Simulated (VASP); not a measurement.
# ZnS (F-43m) in VASP: elastic constants with LDA

Aim: the elastic constants of ZnS with LDA.

Everything below comes from runs of VASP 6.6.1. Logs are shortened: lines on timing, memory, paths and dates and some standing lists are left out, and cuts for length are marked.

## 1. The cell of the first run

Symmetry: F-43m, No. 216, cubic system. The conventional cell has a = 5.297 Å, b = 5.297 Å, c = 5.297 Å, α = 90.00°, β = 90.00°, γ = 90.00°. Zn (site symmetry -43m) has 4 S at 2.29 Å within 3.0 Å. Within 3.0 Å of S (site symmetry -43m) lie 4 Zn at 2.29 Å.

## 2. Elastic constants, LDA

INCAR reads:

```
SYSTEM = ZnS
ALGO = Normal ; EDIFF = 1E-8
ENCUT = 600 ; IBRION = 6
ISIF = 3 ; ISMEAR = 0
LASPH = .TRUE. ; LCHARG = .FALSE.
LREAL = .FALSE. ; LWAVE = .FALSE.
NBANDS = 16 ; NELM = 100
NFREE = 2 ; NSW = 1
POTIM = 0.015 ; PREC = Accurate
SIGMA = 0.01
```

KPOINTS reads:

```
k-points
0
G
  8 8 8
  0 0 0
```

POSCAR reads:

```
ZnS
1.0
    2.6484687084      2.6484687084      0.0000000000
   -2.6484687084      2.6484687084      0.0000000000
    0.0000000000      2.6484687084      2.6484687084
Zn S
1 1
Direct
    0.7500000000      0.2500000000      0.5000000000
    0.0000000000      0.0000000000      0.0000000000
```

Potentials or basis: VASP PAW LDA potentials, release 64 (Zn, S).

Started as:

```
$ cat potpaw_LDA.64/Zn/POTCAR potpaw_LDA.64/S/POTCAR > POTCAR
$ mpirun -np 1 vasp_std > vasp.out
```

OUTCAR:

```text
SYSTEM = ZnS
   EDIFF = 1E-8
   ENCUT = 600
   IBRION = 6
   ISIF = 3
   ISMEAR = 0
   LASPH = .TRUE.
   LREAL = .FALSE.
   NELM = 100
   NFREE = 2
   NSW = 1
   POTIM = 0.015
   PREC = Accurate

 ion  position               nearest neighbor table
   1  0.750  0.250  0.500-   2 2.29   2 2.29   2 2.29   2 2.29
   2  0.000  0.000  0.000-   1 2.29   1 2.29   1 2.29   1 2.29

  LATTYP: Found a face centered cubic cell.
 ALAT       =     5.2969374168

  Lattice vectors:

 A1 = (   0.0000000000,   2.6484687084,   2.6484687084)
 A2 = (   2.6484687084,   0.0000000000,   2.6484687084)
 A3 = (   2.6484687084,   2.6484687084,   0.0000000000)

Analysis of symmetry for initial positions (statically):
=====================================================================
 Subroutine PRICEL returns:
 Original cell was already a primitive cell.

 Routine SETGRP: Setting up the symmetry group for a
 face centered cubic supercell.

 Subroutine GETGRP returns: Found 24 space group operations
 (whereof 24 operations were pure point group operations)
 out of a pool of 48 trial point group operations.

The static configuration has the point symmetry T_d .

Analysis of symmetry for dynamics (positions and initial velocities):
=====================================================================
 Subroutine PRICEL returns:
 Original cell was already a primitive cell.

 Routine SETGRP: Setting up the symmetry group for a
 face centered cubic supercell.

 Subroutine GETGRP returns: Found 24 space group operations
 (whereof 24 operations were pure point group operations)
 out of a pool of 48 trial point group operations.

The dynamic configuration has the point symmetry T_d .

 Subroutine INISYM returns: Found 24 space group operations
 (whereof 24 operations are pure point group operations),
 and found     1 'primitive' translations

[... 339 lines left out ...]
 cond. band min:       4.6726171391   @ k =   0.0000   0.0000   0.0000
 fundamental gap:      2.1469725114
 Fermi energy:         2.6242559442

 k-point     1 :       0.0000    0.0000    0.0000
  band No.  band energies     occupation
      1     -11.0344      2.00000
      2      -4.2575      2.00000
      3      -4.2449      2.00000
      4      -4.2322      2.00000
      5      -3.6920      2.00000
      6      -3.6918      2.00000
[... 433 lines left out ...]
      3      -4.0530      2.00000
      4      -3.7654      2.00000
      5      -3.6768      2.00000
      6      -3.3751      2.00000
[... 8 lines left out ...]
     15      16.0551      0.00000
     16      16.9708      0.00000

 [... further k-points ...]
[... 5 lines left out ...]
  --------------------------------------------------------------------------------------
  -------------------------------------------------------------------------------------
  Total        0.0563542      0.0586878      0.0586878      0.0000000      0.1026276      0.0000000
  in kB        2.4300882      2.5307170      2.5307170      0.0000000      4.4254793      0.0000000
  external PRESSURE =       2.4971741 kB  Pullay stress =       0.0000000 kB
[... 17 lines left out ...]
  FREE ENERGIE OF THE ION-ELECTRON SYSTEM (eV)
  ---------------------------------------------------
  free  energy   TOTEN  =        -8.2069435962 eV

  energy  without entropy=       -8.2069435962  energy(sigma->0) =       -8.20694360

 INTERNAL STRAIN TENSORS FROM STRAINED CELLS
 ============================================

 INTERNAL STRAIN TENSOR FOR ION    1 for displacements in x,y,z  (eV/Angst):
          X           Y           Z          XY          YZ          ZX
  --------------------------------------------------------------------------------
  x     0.00000    -0.00000    -0.00000    -0.00000     6.84341     0.00000
  y    -0.00000     0.00000    -0.00000     0.00000     0.00000     6.84237
  z     0.00000     0.00000     0.00000     6.84108     0.00000     0.00000

 INTERNAL STRAIN TENSORS FROM DISPLACED ATOMS
 ============================================

 INTERNAL STRAIN TENSOR FOR ION    1 for displacements in x,y,z  (eV/Angst):
          X           Y           Z          XY          YZ          ZX
  --------------------------------------------------------------------------------
  x    -0.00000    -0.00000    -0.00000     0.00000     6.83530    -0.00000
  y     0.00000     0.00000     0.00000    -0.00000     0.00000     6.83530
  z    -0.00000    -0.00000     0.00000     6.83530    -0.00000     0.00000

 INTERNAL STRAIN TENSOR FOR ION    2 for displacements in x,y,z  (eV/Angst):
          X           Y           Z          XY          YZ          ZX
  --------------------------------------------------------------------------------
  x    -0.00000     0.00000     0.00000    -0.00000    -6.83973     0.00000
  y    -0.00000    -0.00000    -0.00000     0.00000    -0.00000    -6.83973
  z     0.00000     0.00000    -0.00000    -6.83973     0.00000     0.00000

 Eigenvectors and eigenvalues of the dynamical matrix
 ----------------------------------------------------

   1 f  =    8.755368 THz    55.011597 2PiTHz  292.047625 cm-1    36.209274 meV
             X         Y         Z           dx          dy          dz
      1.324234  3.972703  1.324234    -0.572697    0.000000    0.000000
      0.000000  0.000000  0.000000     0.819767    0.000000    0.000000
[... 21 lines left out ...]
   6 f/i=    0.009775 THz     0.061419 2PiTHz    0.326061 cm-1     0.040426 meV
             X         Y         Z           dx          dy          dz
      1.324234  3.972703  1.324234     0.000000    0.000000    0.819767
      0.000000  0.000000  0.000000     0.000000    0.000000    0.572697

--------------------------------------------------------------------------------------------------------

 ELASTIC MODULI CONTR FROM IONIC RELAXATION (kBar)
 Direction    XX          YY          ZZ          XY          YZ          ZX
 --------------------------------------------------------------------------------
 XX          -0.0000     -0.0000     -0.0000      0.0000      0.0000     -0.0000
 YY          -0.0000     -0.0000     -0.0000      0.0000      0.0000     -0.0000
 ZZ          -0.0000     -0.0000     -0.0000     -0.0000      0.0000     -0.0000
 XY           0.0000      0.0000     -0.0000   -298.9858      0.0000      0.0000
 YZ           0.0000      0.0000      0.0000      0.0000   -298.9858      0.0000
 ZX          -0.0000     -0.0000     -0.0000      0.0000      0.0000   -298.9858
 --------------------------------------------------------------------------------

 TOTAL ELASTIC MODULI (kBar)
 Direction    XX          YY          ZZ          XY          YZ          ZX
 --------------------------------------------------------------------------------
 XX        1171.2585    721.2755    721.2755      0.0000     -0.0000     -0.0000
 YY         721.2755   1171.2585    721.2755      0.0000     -0.0000     -0.0000
 ZZ         721.2755    721.2755   1171.2585     -0.0000      0.0000      0.0000
 XY           0.0000      0.0000     -0.0000    517.8865      0.0000      0.0000
 YZ          -0.0000     -0.0000      0.0000      0.0000    517.8865      0.0000
 ZX          -0.0000     -0.0000      0.0000      0.0000      0.0000    517.8865
 --------------------------------------------------------------------------------
```

OSZICAR:

```text
N       E                     dE             d eps       ncg     rms          rms(c)
DAV:   1     0.847324129167E+02    0.84732E+02   -0.91758E+03   936   0.147E+03
DAV:   2    -0.305415575873E+01   -0.87787E+02   -0.80849E+02  1032   0.278E+02
DAV:   3    -0.858919270998E+01   -0.55350E+01   -0.55062E+01  1176   0.638E+01
[... 206 lines left out ...]
DAV:   4    -0.820694486877E+01    0.14499E-04   -0.88779E-05  3680   0.705E-02    0.130E-02
DAV:   5    -0.820694358707E+01    0.12817E-05   -0.18050E-05  3488   0.339E-02    0.110E-02
DAV:   6    -0.820694364407E+01   -0.56999E-07   -0.10492E-06  3816   0.859E-03    0.579E-03
DAV:   7    -0.820694360636E+01    0.37709E-07   -0.94808E-08  3888   0.273E-03    0.887E-04
DAV:   8    -0.820694359532E+01    0.11040E-07   -0.39914E-08  3728   0.154E-03    0.522E-04
DAV:   9    -0.820694359619E+01   -0.87539E-09   -0.97475E-09  2472   0.619E-04
  17 F= -.82069436E+01 E0= -.82069436E+01  d E =-.646438E-47
```

stdout:

```text
POSCAR found type information on POSCAR ZnS
 POSCAR found :  2 types and       2 ions
 scaLAPACK will be used
 LDA part: xc-table for (Slater(with rela. corr.)+CA(PZ))
 , standard interpolation
 POSCAR, INCAR and KPOINTS ok, starting setup
 FFT: planning ... GRIDC
 FFT: planning ... GRID_SOFT
 FFT: planning ... GRID
 WAVECAR not read
 entering main loop
 Found     2 degrees of freedom:
 Adding 6 more for cell shape distortion
 Finite differences POTIM= 0.01500 DOF=   8
 bond charge predicted
 Finite differences progress:
 bond charge predicted
 Finite differences progress:
 bond charge predicted
 Finite differences progress:
 bond charge predicted
 Finite differences progress:
 bond charge predicted
 Finite differences progress:
 bond charge predicted
 Finite differences progress:
 bond charge predicted
 Finite differences progress:
 bond charge predicted
 Finite differences progress:
 bond charge predicted
 Finite differences progress:
 bond charge predicted
 Finite differences progress:
 bond charge predicted
 Finite differences progress:
 bond charge predicted
 Finite differences progress:
 bond charge predicted
 Finite differences progress:
 bond charge predicted
 Finite differences progress:
 bond charge predicted
 Finite differences progress:
 bond charge predicted
 Finite differences progress:
```

It took 11 min on 1 thread of Intel Xeon Platinum 8375C at 2.90GHz (Ice Lake), shared host; peak memory 0.29 GiB.

Results:

```yaml
Elastic_constants_C11_C12_C44: 117, 72, 52 GPa
Voigt_bulk_modulus: 87 GPa
Highest_phonon_frequency_at_Γ_LO-TO_splitting_left_out: 292 cm⁻¹
```

Phonon frequencies in cm⁻¹ (negative: imaginary):
```tsv
q point	frequencies
(0.000, 0.000, 0.000)	0 0 0 292 292 292
```

Elastic tensor in Voigt notation (GPa, in the Cartesian axes of the cell as first typed):
```
117  72  72   0   0   0
 72 117  72   0   0   0
 72  72 117   0   0   0
  0   0   0  52   0   0
  0   0   0   0  52   0
  0   0   0   0   0  52
```

Clamped-ion elastic tensor (GPa):
```
117  72  72   0   0   0
 72 117  72   0   0   0
 72  72 117   0   0   0
  0   0   0  82   0   0
  0   0   0   0  82   0
  0   0   0   0   0  82
```
